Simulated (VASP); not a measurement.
# PdPt2 (P6/mmm) in VASP: notebook

The runs below take PdPt2 through single point, with PBE.

Program: VASP 6.6.1. These are calculated values, not measurements. Logs are shortened: lines on timing, memory, paths and dates and some standing lists are left out, and cuts for length are marked.

**1. The cell of the first run**

It takes space group P6/mmm (No. 191, hexagonal). Conventional cell: a = 4.357 Å, b = 4.357 Å, c = 2.569 Å, α = 90.00°, β = 90.00°, γ = 120.00°. Pd (site symmetry 6/mmm) has 2 Pd at 2.57 Å and 12 Pt at 2.82 Å within 3.4 Å. Pt (site symmetry -6m2) has 5 Pt at 2.52 to 2.57 Å and 6 Pd at 2.82 Å within 3.3 Å.

**2. Single point, PBE**

File INCAR:

```
ALGO = Normal
EDIFF = 1E-6
ENCUT = 520
GGA = PE
ISIF = 2
ISMEAR = 0
LASPH = T
LCHARG = T
LELF = T
LREAL = F
LVHAR = T
LWAVE = F
NBANDS = 22
NELM = 100
PREC = Accurate
SIGMA = 0.1
```

File KPOINTS:

```
k-points
0
Gamma
  6 6 6
```

File POSCAR:

```
PdPt2
1.0
    4.3570630900      0.0000000000      0.0000000000
   -2.1785315400      3.7733273200      0.0000000000
    0.0000000000      0.0000000000      2.5690669000
Pd Pt
1 2
Direct
    0.0000000000      0.0000000000      0.0000000000
    0.3333333300      0.6666666700      0.5000000000
    0.6666666700      0.3333333300      0.5000000000
```

Potentials or basis: VASP PAW PBE potentials, release 64 (Pd, Pt).

On the command line:

```bash
$ cat potpaw_PBE.64/Pd/POTCAR potpaw_PBE.64/Pt/POTCAR > POTCAR
$ mpirun -np 1 vasp_std > vasp.out
```

OUTCAR:

```text
EDIFF = 1E-6
   ENCUT = 520
   GGA = PE
   ISIF = 2
   ISMEAR = 0
   LASPH = T
   LREAL = F
   NELM = 100
   PREC = Accurate

 ion  position               nearest neighbor table
   1  0.000  0.000  0.000-   2 2.82   3 2.82   2 2.82   3 2.82   2 2.82   2 2.82   3 2.82   3 2.82
                             3 2.82   3 2.82   2 2.82   2 2.82
   2  0.333  0.667  0.500-   3 2.52   3 2.52   3 2.52   1 2.82   1 2.82   1 2.82   1 2.82   1 2.82
                             1 2.82
   3  0.667  0.333  0.500-   2 2.52   2 2.52   2 2.52   1 2.82   1 2.82   1 2.82   1 2.82   1 2.82
                             1 2.82

  LATTYP: Found a hexagonal cell.
 ALAT       =     4.3570630900
 C/A-ratio  =     0.5896327060

  Lattice vectors:

 A1 = (   4.3570630900,   0.0000000000,   0.0000000000)
 A2 = (  -2.1785315400,   3.7733273200,   0.0000000000)
 A3 = (   0.0000000000,   0.0000000000,   2.5690669000)

Analysis of symmetry for initial positions (statically):
=====================================================================
 Subroutine PRICEL returns:
 Original cell was already a primitive cell.

 Routine SETGRP: Setting up the symmetry group for a
 hexagonal supercell.

 Subroutine GETGRP returns: Found 24 space group operations
 (whereof 24 operations were pure point group operations)
 out of a pool of 24 trial point group operations.

The static configuration has the point symmetry D_6h.

Analysis of symmetry for dynamics (positions and initial velocities):
=====================================================================
 Subroutine PRICEL returns:
 Original cell was already a primitive cell.

 Routine SETGRP: Setting up the symmetry group for a
 hexagonal supercell.

 Subroutine GETGRP returns: Found 24 space group operations
 (whereof 24 operations were pure point group operations)
 out of a pool of 24 trial point group operations.

The dynamic configuration has the point symmetry D_6h.

 Subroutine INISYM returns: Found 24 space group operations
 (whereof 24 operations are pure point group operations),
 and found     1 'primitive' translations

----------------------------------------------------------------------------------------

                                     Primitive cell

  volume of cell :      42.2371

  direct lattice vectors                    reciprocal lattice vectors
     4.357063090  0.000000000  0.000000000     0.229512398  0.132509045  0.000000000
    -2.178531540  3.773327320  0.000000000     0.000000000  0.265018090  0.000000000
     0.000000000  0.000000000  2.569066900     0.000000000  0.000000000  0.389246384

  length of vectors
     4.357063090  4.357063086  2.569066900     0.265018090  0.265018090  0.389246384

  position of ions in fractional coordinates (direct lattice)
     0.000000000  0.000000000  0.000000000
     0.333333330  0.666666670  0.500000000
     0.666666670  0.333333330  0.500000000

  ion indices of the primitive-cell ions
   primitive index   ion index
                 1           1
                 2           2
                 3           3

----------------------------------------------------------------------------------------

 KPOINTS: k-points

Automatic generation of k-mesh.
 Grid dimensions read from file:
 generate k-points for:    6    6    6

 Generating k-lattice:

  Cartesian coordinates                     Fractional coordinates (reciprocal lattice)
     0.038252066  0.022084841  0.000000000     0.166666667  0.000000000  0.000000000
     0.000000000  0.044169682  0.000000000     0.000000000  0.166666667  0.000000000
     0.000000000  0.000000000  0.064874397     0.000000000  0.000000000  0.166666667

  Length of vectors
     0.044169682  0.044169682  0.064874397

  Shift w.r.t. Gamma in fractional coordinates (k-lattice)
     0.000000000  0.000000000  0.000000000

 Subroutine IBZKPT returns following result:
 ===========================================

 Found     28 irreducible k-points:

 Following reciprocal coordinates:
            Coordinates               Weight
  0.000000  0.000000  0.000000      1.000000
  0.166667  0.000000  0.000000      6.000000
  0.333333  0.000000  0.000000      6.000000
  0.500000 -0.000000  0.000000      3.000000
  0.166667  0.166667  0.000000      6.000000
  0.333333  0.166667  0.000000     12.000000
[... 16 lines left out ...]
  0.166667  0.000000  0.500000      6.000000
  0.333333  0.000000  0.500000      6.000000
 [... further k-points ...]
   k-points           NKPTS =     28   k-points in BZ     NKDIM =     28   number of bands    NBANDS=     22
   number of dos      NEDOS =    301   number of ions     NIONS =      3
   total plane-waves  NPLWV =  20480
   dimension x,y,z NGX =    32 NGY =   32 NGZ =   20
   dimension x,y,z NGXF=    64 NGYF=   64 NGZF=   40
   ions per type =               1   2
   NGX,Y,Z   is equivalent  to a cutoff of  12.21, 12.21, 12.94 a.u.
   NGXF,Y,Z  is equivalent  to a cutoff of  24.42, 24.42, 25.88 a.u.
 SYSTEM =  unknown system
   PREC   = accura    normal or accurate (medium, high low for compatibility)
   ISTART =      0    job   : 0-new  1-cont  2-samecut
   ICHARG =      2    charge: 1-file 2-atom 10-const
   ISPIN  =      1    spin polarized calculation?
   LNONCOLLINEAR =      F non collinear calculations
   LSORBIT =      F    spin-orbit coupling
   LASPH  =      T    aspherical Exc in radial PAW
   ENCUT  =  520.0 eV  38.22 Ry    6.18 a.u.   8.10  8.10  4.78*2*pi/ulx,y,z
   NELM   =    100;   NELMIN=  2; NELMDL= -5     # of ELM steps
   EDIFF  = 0.1E-05   stopping-criterion for ELM
   LREAL  =      F    real-space projection
   EDIFFG = 0.1E-04   stopping-criterion for IOM
   NSW    =      0    number of steps for IOM
   IBRION =     -1    ionic relax: 0-MD 1-quasi-New 2-CG
   NFREE  =      0    steps in history (QN), initial steepest desc. (CG)
   ISIF   =      2    stress and relaxation
   ISYM   =      2    0-nonsym 1-usesym 2-fastsym
   POTIM  = 0.5000    time-step for ionic-motion
   TEBEG  =    0.0;   TEEND  =   0.0 temperature during run
   PSTRESS=    0.0 pullay stress
   NELECT =      30.0000    total number of electrons
   NUPDOWN=      -1.0000    fix difference up-down
   EMIN   =  10.00;   EMAX   =-10.00  energy-range for DOS
   EFERMI =   0.00;   METHOD = LEGACY
   ISMEAR =     0;   SIGMA  =   0.10  broadening in eV -4-tet -1-fermi 0-gaus
   EFERMI_NEDOS =   21; number of points for ismear=-14 and -15
   IALGO  =     38    algorithm
   IMIX   =      4    mixing-type and parameters
     AMIX     =   0.40;   BMIX     =  1.00
     AMIX_MAG =   1.60;   BMIX_MAG =  1.00
  volume/ion in A,a.u.               =      14.08        95.01
  Fermi-wavevector in a.u.,A,eV,Ry     =   1.460665  2.760257 29.028611  2.133543
  Thomas-Fermi vector in A             =   2.577088
   LORBIT       =      0    0 simple, 1 ext, 2 COOP (PROOUT), +10 PAW based schemes
   GGA     = PE    functional components
   LHFCALC =     F    Hartree Fock is set to
   AEXX    =    0.0000 exact exchange contribution
   IVDW    =     0    specifies the selected vdW correction
   LEPSILON=     F    determine dielectric tensor
   LRPA    =     F    only Hartree local field effects (RPA)
 non-spin polarized calculation
 Gauss-broadening in eV      SIGMA  =   0.10
  energy-cutoff  :      520.00
  volume of cell :       42.24
 maximum number of plane-waves:      1152
   NGX = 17   NGY = 17   NGZ =  9

 number of electron      29.9999998 magnetization

 Free energy of the ion-electron system (eV)
  ---------------------------------------------------
  ext. energy  EPLUGINS =         0.00000000
  ---------------------------------------------------
  free energy    TOTEN  =       -16.64969973 eV

  energy without entropy =      -16.62001848  energy(sigma->0) =      -16.63485911

 E-fermi :  11.8068     XC(G=0): -13.7524

 val. band max:       11.7978056698   @ k =   0.5000  -0.0000   0.3333
 cond. band min:      11.8072879363   @ k =   0.3333   0.0000   0.1667
 fundamental gap:      0.0094822665
 Fermi energy:        11.8067521484

 k-point     1 :       0.0000    0.0000    0.0000
  band No.  band energies     occupation
      1       2.0237      2.00000
      2       5.0667      2.00000
      3       6.4641      2.00000
      4       7.3745      2.00000
      5       7.3745      2.00000
      6       7.4022      2.00000
[... 14 lines left out ...]
     21      20.1964      0.00000
     22      20.1964      0.00000

 k-point     2 :       0.1667    0.0000    0.0000
  band No.  band energies     occupation
      1       2.4033      2.00000
      2       5.2111      2.00000
      3       6.0220      2.00000
      4       6.4547      2.00000
      5       6.7264      2.00000
      6       7.5611      2.00000
[... 14 lines left out ...]
     21      22.4956      0.00000
     22      22.8533      0.00000

 k-point     3 :       0.3333    0.0000    0.0000
  band No.  band energies     occupation
      1       3.4056      2.00000
      2       5.0490      2.00000
      3       5.6008      2.00000
      4       5.9092      2.00000
      5       6.4626      2.00000
      6       7.1470      2.00000
[... 14 lines left out ...]
     21      25.1120      0.00000
     22      25.4214      0.00000

 k-point     4 :       0.5000   -0.0000    0.0000
  band No.  band energies     occupation
      1       4.3711      2.00000
      2       4.6013      2.00000
      3       5.2065      2.00000
      4       6.2416      2.00000
      5       6.4258      2.00000
      6       6.5599      2.00000
[... 14 lines left out ...]
     21      26.3849      0.00000
     22      26.7081      0.00000

 k-point     5 :       0.1667    0.1667    0.0000
  band No.  band energies     occupation
      1       3.0885      2.00000
      2       5.3794      2.00000
      3       5.5095      2.00000
      4       5.7298      2.00000
      5       6.5263      2.00000
      6       7.5629      2.00000
[... 417 lines left out ...]
 k-point    22 :       0.0000    0.0000    0.5000
  band No.  band energies     occupation
      1       5.1708      2.00000
      2       5.1708      2.00000
      3       5.5257      2.00000
      4       6.0848      2.00000
      5       6.0848      2.00000
      6       8.3672      2.00000
[... 14 lines left out ...]
     21      21.8576      0.00000
     22      23.4134      0.00000

 k-point    23 :       0.1667    0.0000    0.5000
  band No.  band energies     occupation
      1       5.1167      2.00000
      2       5.2471      2.00000
      3       5.3502      2.00000
      4       6.1325      2.00000
      5       6.8589      2.00000
      6       7.2334      2.00000
[... 14 lines left out ...]
     21      22.2221      0.00000
     22      22.3551      0.00000

 k-point    24 :       0.3333    0.0000    0.5000
  band No.  band energies     occupation
      1       5.1376      2.00000
      2       5.4204      2.00000
      3       5.4235      2.00000
      4       6.2083      2.00000
      5       7.0377      2.00000
      6       7.0433      2.00000
[... 14 lines left out ...]
     21      21.4174      0.00000
     22      22.7089      0.00000

 [... further k-points ...]

------------------------ aborting loop because EDIFF is reached ----------------------------------------

  FORCE on cell =-STRESS in cart. coord.  units (eV):
  Direction    XX          YY          ZZ          XY          YZ          ZX
  --------------------------------------------------------------------------------------
  -------------------------------------------------------------------------------------
  Total        8.3119989      8.3119989     11.4114821      0.0000000     -0.0000000      0.0000000
  in kB      315.2987988    315.2987985    432.8713998      0.0000004     -0.0000000      0.0000000
  external PRESSURE =     354.4896657 kB  Pullay stress =       0.0000000 kB

 VOLUME and BASIS-vectors are now :
 -----------------------------------------------------------------------------
  energy-cutoff  :      520.00
  volume of cell :       42.24
      direct lattice vectors                 reciprocal lattice vectors
     4.357063090  0.000000000  0.000000000     0.229512398  0.132509045  0.000000000
    -2.178531540  3.773327320  0.000000000     0.000000000  0.265018090  0.000000000
     0.000000000  0.000000000  2.569066900     0.000000000  0.000000000  0.389246384

 POSITION                                       TOTAL-FORCE (eV/Angst)
 -----------------------------------------------------------------------------------
      0.00000      0.00000      0.00000        -0.000000      0.000000      0.000000
     -0.00000      2.51555      1.28453         0.000000     -0.000000      0.000000
      2.17853      1.25778      1.28453        -0.000000      0.000000      0.000000
 -----------------------------------------------------------------------------------
    total drift:                               -0.000000      0.000000     -0.000000

  FREE ENERGIE OF THE ION-ELECTRON SYSTEM (eV)
  ---------------------------------------------------
  free  energy   TOTEN  =       -16.6496997275 eV

  energy  without entropy=      -16.6200184844  energy(sigma->0) =      -16.63485911
```

It took 17 s on 1 thread of Intel Xeon Platinum 8488C (Sapphire Rapids), shared host; peak memory 0.17 GiB.

Results:

```yaml
Free_energy: -16.6497 eV
Pressure: 35.4 GPa
Band_gap_on_the_k_mesh: zero (band 15 reaches 13.64 eV, above the bottom of band 16 at 11.56 eV)
```

Stress tensor (GPa, compression positive):
```
31.53  0.00  0.00
 0.00 31.53  0.00
 0.00  0.00 43.29
```

Caveat: the k points lie up to 0.41 Å⁻¹ apart; spin-orbit coupling is left out, which moves the levels of the heavy elements.

**3. Single point, PBE**

This run uses another cell than the first one, of 15.93 Å³/atom, 1.131 times its volume.

File INCAR:

```
PREC = Accurate
ENCUT = 520
EDIFF = 1E-7
ISMEAR = 0
SIGMA = 0.1
LREAL = False
LASPH = True
NELM = 100
ALGO = Fast
ISIF = 2
LWAVE = False
LCHARG = True
GGA = PE
LELF = True
LVHAR = True
NBANDS = 22
```

File KPOINTS:

```
regular mesh
0
Gamma
  6 6 6
```

File POSCAR:

```
PdPt2
1.0
    4.4974890283     -0.0000000030      0.0000000000
   -2.2487445116      3.8949397532      0.0000000000
    0.0000000000      0.0000000000      2.7279240851
Pd Pt
1 2
Direct
    0.0000000000      0.0000000000      0.0000000000
    0.3333333333      0.6666666667      0.5000000000
    0.6666666667      0.3333333333      0.5000000000
```

Potentials or basis: VASP PAW PBE potentials, release 64 (Pd, Pt).

On the command line:

```bash
$ cat potpaw_PBE.64/Pd/POTCAR potpaw_PBE.64/Pt/POTCAR > POTCAR
$ mpirun -np 1 vasp_std > vasp.out
```

Wall time 26 s (1 thread of Intel Xeon Platinum 8488C (Sapphire Rapids), shared host); peak memory 0.18 GiB.

The run converged. Its results:

```yaml
Free_energy: -17.2054 eV
Pressure: -0.5 GPa
Band_gap_on_the_k_mesh: zero (band 15 reaches 10.89 eV, above the bottom of band 16 at 9.36 eV)
```

Stress tensor (GPa, compression positive):
```
-0.58  0.00  0.00
 0.00 -0.58  0.00
 0.00  0.00 -0.33
```

Levels at points of the mesh, in eV from the Fermi level:
```tsv
k point	band 11	band 12	band 13	band 14	band 15	band 16	band 17	band 18	band 19	band 20
(0.00, 0.00, 0.00)	-1.78	-1.78	-1.62	-1.62	0.33	0.33	6.45	6.68	6.96	6.96
(0.50, 0.00, 0.00)	-1.47	-0.80	-0.35	-0.28	-0.10	0.01	0.33	0.66	6.57	14.00
(0.00, 0.00, 0.50)	-0.57	-0.57	-0.12	-0.12	1.33	1.78	2.88	8.31	9.19	9.27
(0.50, 0.00, 0.50)	-1.36	-0.67	-0.36	-0.02	0.83	2.44	2.99	5.22	6.08	8.36
```

Caveat: the k points lie up to 0.38 Å⁻¹ apart; spin-orbit coupling is left out, which moves the levels of the heavy elements.
